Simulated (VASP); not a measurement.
# NbRu3C (Pm-3m) in VASP: notebook

Runs on NbRu3C. Level: LDA. Tasks: single point.

Program: VASP 6.6.1. These are calculated values, not measurements. Logs are shortened: lines on timing, memory, paths and dates and some standing lists are left out, and cuts for length are marked.

## 1. The cell of the first run

It takes space group Pm-3m (No. 221, cubic). The conventional cell has a = 4.119 Å, b = 4.119 Å, c = 4.119 Å, α = 90.00°, β = 90.00°, γ = 90.00°. Within 3.8 Å of Nb (site symmetry m-3m) lie 12 Ru at 2.91 Å and 8 C at 3.57 Å. Ru (site symmetry 4/mmm) has 2 C at 2.06 Å within 2.7 Å. C (site symmetry m-3m) has 6 Ru at 2.06 Å within 2.7 Å.

## 2. Single point, LDA

INCAR reads:

```
SYSTEM = NbRu3C
  ALGO = Normal
  EDIFF = 1E-6
  ENCUT = 520
  ISIF = 2
  ISMEAR = -1
  LASPH = .True.
  LCHARG = .True.
  LELF = .True.
  LREAL = .False.
  LVHAR = .True.
  LWAVE = .False.
  NBANDS = 38
  NELM = 100
  PREC = Accurate
  SIGMA = 0.1
```

KPOINTS reads:

```
k-points
0
Gamma
  6 6 6
  0 0 0
```

POSCAR reads:

```
NbRu3C
1.0
    4.1186327925      0.0000000000      0.0000000000
    0.0000000000      4.1186327925      0.0000000000
    0.0000000000      0.0000000000      4.1186327925
Nb Ru C
1 3 1
Direct
    0.0000000000      0.0000000000      0.0000000000
    0.0000000000      0.5000000000      0.5000000000
    0.5000000000      0.0000000000      0.5000000000
    0.5000000000      0.5000000000      0.0000000000
    0.5000000000      0.5000000000      0.5000000000
```

Potentials or basis: VASP PAW LDA potentials, release 64 (Nb_sv, Ru_pv, C).

Run with:

```
cat potpaw_LDA.64/Nb_sv/POTCAR potpaw_LDA.64/Ru_pv/POTCAR potpaw_LDA.64/C/POTCAR > POTCAR
mpirun -np 1 vasp_std > vasp.out
```

OUTCAR:

```text
SYSTEM = NbRu3C
   EDIFF = 1E-6
   ENCUT = 520
   ISIF = 2
   ISMEAR = -1
   LASPH = .True.
   LREAL = .False.
   NELM = 100
   PREC = Accurate

 ion  position               nearest neighbor table
   1  0.000  0.000  0.000-   2 2.91   3 2.91   4 2.91   2 2.91   3 2.91   2 2.91   4 2.91   2 2.91
                             3 2.91   4 2.91   3 2.91   4 2.91
   2  0.000  0.500  0.500-   5 2.06   5 2.06   4 2.91   1 2.91   1 2.91   4 2.91   1 2.91   3 2.91
                             1 2.91   3 2.91   4 2.91   3 2.91   4 2.91   3 2.91
   3  0.500  0.000  0.500-   5 2.06   5 2.06   4 2.91   1 2.91   1 2.91   4 2.91   2 2.91   4 2.91
                             2 2.91   4 2.91   1 2.91   2 2.91   1 2.91   2 2.91
   4  0.500  0.500  0.000-   5 2.06   5 2.06   3 2.91   1 2.91   2 2.91   3 2.91   2 2.91   1 2.91
                             3 2.91   3 2.91   1 2.91   2 2.91   2 2.91   1 2.91
   5  0.500  0.500  0.500-   2 2.06   3 2.06   4 2.06   4 2.06   3 2.06   2 2.06

  LATTYP: Found a simple cubic cell.
 ALAT       =     4.1186327925

  Lattice vectors:

 A1 = (   4.1186327925,   0.0000000000,   0.0000000000)
 A2 = (   0.0000000000,   4.1186327925,   0.0000000000)
 A3 = (   0.0000000000,   0.0000000000,   4.1186327925)

Analysis of symmetry for initial positions (statically):
=====================================================================
 Subroutine PRICEL returns:
 Original cell was already a primitive cell.

 Routine SETGRP: Setting up the symmetry group for a
 simple cubic supercell.

 Subroutine GETGRP returns: Found 48 space group operations
 (whereof 48 operations were pure point group operations)
 out of a pool of 48 trial point group operations.

The static configuration has the point symmetry O_h .

Analysis of symmetry for dynamics (positions and initial velocities):
=====================================================================
 Subroutine PRICEL returns:
 Original cell was already a primitive cell.

 Routine SETGRP: Setting up the symmetry group for a
 simple cubic supercell.

 Subroutine GETGRP returns: Found 48 space group operations
 (whereof 48 operations were pure point group operations)
 out of a pool of 48 trial point group operations.

The dynamic configuration has the point symmetry O_h .

 Subroutine INISYM returns: Found 48 space group operations
 (whereof 48 operations are pure point group operations),
 and found     1 'primitive' translations
[... 94 lines left out ...]
   ENCUT  =  520.0 eV  38.22 Ry    6.18 a.u.   7.66  7.66  7.66*2*pi/ulx,y,z
   NELM   =    100;   NELMIN=  2; NELMDL= -5     # of ELM steps
   EDIFF  = 0.1E-05   stopping-criterion for ELM
   LREAL  =      F    real-space projection
   EDIFFG = 0.1E-04   stopping-criterion for IOM
   NSW    =      0    number of steps for IOM
   IBRION =     -1    ionic relax: 0-MD 1-quasi-New 2-CG
   NFREE  =      0    steps in history (QN), initial steepest desc. (CG)
   ISIF   =      2    stress and relaxation
   ISYM   =      2    0-nonsym 1-usesym 2-fastsym
   POTIM  = 0.5000    time-step for ionic-motion
   TEBEG  =    0.0;   TEEND  =   0.0 temperature during run
   PSTRESS=    0.0 pullay stress
   NELECT =      59.0000    total number of electrons
   NUPDOWN=      -1.0000    fix difference up-down
   EMIN   =  10.00;   EMAX   =-10.00  energy-range for DOS
   EFERMI =   0.00;   METHOD = LEGACY
   ISMEAR =    -1;   SIGMA  =   0.10  broadening in eV -4-tet -1-fermi 0-gaus
   EFERMI_NEDOS =   21; number of points for ismear=-14 and -15
   IALGO  =     38    algorithm
   IMIX   =      4    mixing-type and parameters
     AMIX     =   0.40;   BMIX     =  1.00
     AMIX_MAG =   1.60;   BMIX_MAG =  1.00
  volume/ion in A,a.u.               =      13.97        94.29
  Fermi-wavevector in a.u.,A,eV,Ry     =   1.547411  2.924183 32.578901  2.394482
  Thomas-Fermi vector in A             =   2.652508
   LORBIT       =      0    0 simple, 1 ext, 2 COOP (PROOUT), +10 PAW based schemes
   GGA     = CA    functional components
   LHFCALC =     F    Hartree Fock is set to
   AEXX    =    0.0000 exact exchange contribution
   IVDW    =     0    specifies the selected vdW correction
   LEPSILON=     F    determine dielectric tensor
   LRPA    =     F    only Hartree local field effects (RPA)
 non-spin polarized calculation
  energy-cutoff  :      520.00
  volume of cell :       69.86
 maximum number of plane-waves:      1924
 NGX is ok and might be reduce to    32
   NGX = 15   NGY = 15   NGZ = 15

 number of electron      59.0000023 magnetization

 Free energy of the ion-electron system (eV)
  ---------------------------------------------------
  ext. energy  EPLUGINS =         0.00000000
  ---------------------------------------------------
  free energy    TOTEN  =       -53.24640605 eV

  energy without entropy =      -53.12186562  energy(sigma->0) =      -53.18413583

 E-fermi :  11.2888     XC(G=0): -13.3554

 val. band max:       11.2781537413   @ k =   0.5000   0.1667   0.1667
 cond. band min:      11.2967198269   @ k =   0.3333   0.3333   0.1667
 fundamental gap:      0.0185660856
 Fermi energy:        11.2887979959

 k-point     1 :       0.0000    0.0000    0.0000
  band No.  band energies     occupation
      1     -44.4533      2.00000
      2     -32.0850      2.00000
      3     -32.0850      2.00000
      4     -32.0850      2.00000
      5     -31.4701      2.00000
      6     -31.4701      2.00000
[... 809 lines left out ...]
     37      13.4196      0.00000
     38      16.3401      0.00000

------------------------ aborting loop because EDIFF is reached ----------------------------------------

  FORCE on cell =-STRESS in cart. coord.  units (eV):
  Direction    XX          YY          ZZ          XY          YZ          ZX
  --------------------------------------------------------------------------------------
  -------------------------------------------------------------------------------------
  Total      -10.8831184    -10.8831184    -10.8831184      0.0000000      0.0000000     -0.0000000
  in kB     -249.5770915   -249.5770915   -249.5770915      0.0000000      0.0000000     -0.0000000
  external PRESSURE =    -249.5770915 kB  Pullay stress =       0.0000000 kB

 VOLUME and BASIS-vectors are now :
 -----------------------------------------------------------------------------
  energy-cutoff  :      520.00
  volume of cell :       69.86
      direct lattice vectors                 reciprocal lattice vectors
     4.118632792  0.000000000  0.000000000     0.242799019  0.000000000  0.000000000
     0.000000000  4.118632792  0.000000000     0.000000000  0.242799019  0.000000000
     0.000000000  0.000000000  4.118632792     0.000000000  0.000000000  0.242799019

 POSITION                                       TOTAL-FORCE (eV/Angst)
 -----------------------------------------------------------------------------------
      0.00000      0.00000      0.00000         0.000000      0.000000      0.000000
      0.00000      2.05932      2.05932         0.000000      0.000000      0.000000
      2.05932      0.00000      2.05932         0.000000      0.000000      0.000000
      2.05932      2.05932      0.00000         0.000000      0.000000      0.000000
      2.05932      2.05932      2.05932         0.000000      0.000000      0.000000
 -----------------------------------------------------------------------------------
    total drift:                                0.000000     -0.000000     -0.000000

  FREE ENERGIE OF THE ION-ELECTRON SYSTEM (eV)
  ---------------------------------------------------
  free  energy   TOTEN  =       -53.2464060481 eV

  energy  without entropy=      -53.1218656182  energy(sigma->0) =      -53.18413583
```

stdout:

```text
POSCAR found type information on POSCAR NbRuC
 POSCAR found :  3 types and       5 ions
 scaLAPACK will be used
 LDA part: xc-table for (Slater(with rela. corr.)+CA(PZ))
 , standard interpolation
 POSCAR, INCAR and KPOINTS ok, starting setup
 FFT: planning ... GRIDC
 FFT: planning ... GRID_SOFT
 FFT: planning ... GRID
 WAVECAR not read
 entering main loop
```

It took 23 s on 1 thread of Intel Xeon Platinum 8559C (Emerald Rapids), shared host; peak memory 0.18 GiB.

What came out:

```yaml
Free_energy: -53.2464 eV
Pressure: -25.0 GPa
```

## 3. Single point, LDA

This run uses another cell than the first one, of 14.24 Å³/atom, 1.019 times its volume.

INCAR reads:

```
ALGO = Normal ; EDIFF = 1E-6
ENCUT = 520 ; GGA = CA
ISIF = 2 ; ISMEAR = -1
LASPH = True ; LCHARG = False
LREAL = False ; LWAVE = False
NBANDS = 38 ; NELM = 80
PREC = Accurate ; SIGMA = 0.1
```

KPOINTS reads:

```
k-points
0
Gamma
  6 6 6
```

POSCAR: that of step 2 with these lines changed.

```diff
@@ -2,5 +2,5 @@
 1.0
-    4.1186327925      0.0000000000      0.0000000000
-    0.0000000000      4.1186327925      0.0000000000
-    0.0000000000      0.0000000000      4.1186327925
+    4.1448668297      0.0000000000      0.0000000000
+    0.0000000000      4.1448668297      0.0000000000
+    0.0000000000      0.0000000000      4.1448668297
 Nb Ru C
```

Potentials or basis: VASP PAW LDA potentials, release 64 (Nb_sv, Ru_pv, C).

Run with:

```
cat potpaw_LDA.64/Nb_sv/POTCAR potpaw_LDA.64/Ru_pv/POTCAR potpaw_LDA.64/C/POTCAR > POTCAR
mpirun -np 1 vasp_std > vasp.out
```

Wall time 20 s (1 thread of Intel Xeon Platinum 8559C (Emerald Rapids), shared host); peak memory 0.18 GiB.

Results (log left out):

| Property | Result |
| --- | --- |
| Free energy | -53.0225 eV |
| Pressure | -28.6 GPa |

Levels at points of the mesh, in eV from the Fermi level:
| k point | band 27 | band 28 | band 29 | band 30 | band 31 | band 32 |
| --- | --- | --- | --- | --- | --- | --- |
| (0.00, 0.00, 0.00) | -1.27 | -1.27 | 0.57 | 0.59 | 0.59 | 0.59 |
| (0.50, 0.00, 0.00) | -1.27 | -1.27 | -0.67 | -0.23 | -0.23 | 0.52 |
| (0.50, 0.50, 0.00) | -2.15 | -1.45 | -1.15 | -0.81 | 0.37 | 0.37 |
| (0.50, 0.50, 0.50) | 0.25 | 0.25 | 0.25 | 0.38 | 0.38 | 0.38 |
